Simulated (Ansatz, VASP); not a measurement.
# Al3Cu2: VASP beside Ansatz

```xyz
5
Lattice="3.7707 0.0000 0.0000 -1.8853 3.2655 0.0000 0.0000 0.0000 4.9821" Properties=species:S:1:pos:R:3 pbc="T T T"
Al    0.0000    0.0000    0.0000
Al    0.0000    2.1770    1.7512
Al    1.8853    1.0885    3.2309
Cu    0.0000    2.1770    4.1964
Cu    1.8853    1.0885    0.7857
```

Change from the starting cell: strain -0.080 along x and y, +0.000 along z, atoms carried along.

Alike in both runs: task single point; functional PBEsol; k mesh 12 × 12 × 10; occupations gaussian, width 0.15 eV; no spin polarisation.

|  | VASP | Ansatz |
| --- | --- | --- |
| version | VASP 6.6.1 | Ansatz 0.2.0 |
| potentials or method | VASP PAW PBE potentials, release 64 (Al, Cu), cutoff 520 eV | scalar-relativistic, plane waves, PAW |
| valence electrons in the cell | 31 | 47 |

|  | VASP | Ansatz | Ansatz less VASP |
| --- | --- | --- | --- |
| gap on the k mesh at the Fermi level (eV) | none | none | - |
| pressure (GPa) | 28.9 | 28.6 | -0.30 |
| traceless stress, the component that is largest in VASP (GPa) | -14.67 | -14.75 | -0.083 |
| rms of the force components (eV/Å) | 0.143 | 0.142 | -0.0015 |

VASP's potentials were made for PBE, not for PBEsol. Atom by atom the forces differ by 0.002 eV/Å (rms over components). A gap of «none» marks a metal or a gap that the smearing closes. Both programs put the cell under a high pressure, so it lies far from rest at this level. VASP's potentials hold 31 valence electrons a cell and Ansatz's 47, so a difference there can come from the potentials and not from the codes.
